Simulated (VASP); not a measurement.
A run of VASP 6.6.1:

Contents of INCAR:

```
SYSTEM = Sb
PREC = Accurate
ENCUT = 520
EDIFF = 1E-6
ISMEAR = -1
SIGMA = 0.05
LREAL = .False.
LASPH = .True.
NELM = 80
ALGO = Normal
ISIF = 2
LWAVE = .False.
LCHARG = .False.
GGA = PS
NBANDS = 8
```

KPOINTS

```
regular mesh
0
Gamma
  14 14 14
  0 0 0
```

File POSCAR:

```
Sb
1.0
    2.7939280538      0.0000000000      0.0000000000
    0.0000000000      2.7939280538      0.0000000000
    0.0000000000      0.0000000000      2.7939280538
Sb
1
Direct
    0.0000000000      0.0000000000      0.0000000000
```

Potentials or basis: VASP PAW PBE potentials, release 64 (Sb).

The run is started by

```bash
$ cat potpaw_PBE.64/Sb/POTCAR > POTCAR
$ mpirun -np 1 vasp_std > vasp.out
```

Hardware: 1 thread of AMD EPYC 9R45 96-Core Processor (Zen 5) (shared host).

Q: How long does it take, and how much memory?

A: Wall time 7.4 s on 1 thread of AMD EPYC 9R45 96-Core Processor (Zen 5) (shared host), peak memory 0.12 GiB. Counts: scf iterations 10, k points 120.
